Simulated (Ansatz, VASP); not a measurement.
## AlNi: VASP beside Ansatz

File INCAR:

```
SYSTEM = AlNi
PREC = Accurate
ENCUT = 600
EDIFF = 1E-6
ISMEAR = 0
SIGMA = 0.1
LREAL = .FALSE.
LASPH = .TRUE.
NELM = 120
ALGO = Normal
ISIF = 2
LWAVE = .FALSE.
LCHARG = .FALSE.
GGA = PS
NBANDS = 14
GGA_COMPAT = .FALSE.
```

KPOINTS

```
Automatic mesh
0
G
  14 14 14
  0 0 0
```

Contents of POSCAR:

```
AlNi
1.0
    2.8586048671      0.0000000000      0.0000000000
    0.0000000000      2.8586048671      0.0000000000
    0.0000000000      0.0000000000      2.8694088860
Al Ni
1 1
Direct
    0.0000000000      0.0000000000      0.0000000000
    0.5000000000      0.5000000000      0.5000000000
```

Input for Ansatz:

```yaml
crystal:
  lattice:
    - [2.8586048671, 0.0, 0.0]
    - [0.0, 2.8586048671, 0.0]
    - [0.0, 0.0, 2.869408886]
  atoms:
    - { symbol: Al, position: [0.0, 0.0, 0.0] }
    - { symbol: Ni, position: [0.5, 0.5, 0.5] }
basis:
  ecutwfc: 420
kpoints:
  mp_grid: { grid: [14, 14, 14] }
hamiltonian:
  xc: pbesol
scf:
  occupations: { method: gaussian, width: 0.1 }
output:
  forces: true
  stress: true
  eigenvalues: true
```

Alike in both runs: task single point; functional PBEsol; k mesh 14 × 14 × 14; occupations gaussian, width 0.1 eV; no spin polarisation.

|  | VASP | Ansatz |
| --- | --- | --- |
| version | VASP 6.6.1 | Ansatz 0.2.0 |
| potentials or method | VASP PAW PBE potentials, release 64 (Al, Ni), cutoff 600 eV | scalar-relativistic, plane waves, PAW |
| valence electrons in the cell | 13 | 21 |

|  | VASP | Ansatz | Ansatz less VASP |
| --- | --- | --- | --- |
| gap on the k mesh at the Fermi level (eV) | none | none | - |
| pressure (GPa) | 0.2 | 0.0 | -0.16 |
| traceless stress, the component that is largest in VASP (GPa) | -0.16 | -0.15 | +0.006 |

VASP's potentials were made for PBE, not for PBEsol. A gap of «none» marks a metal or a gap that the smearing closes. VASP's potentials hold 13 valence electrons a cell and Ansatz's 21, so a difference there can come from the potentials and not from the codes.
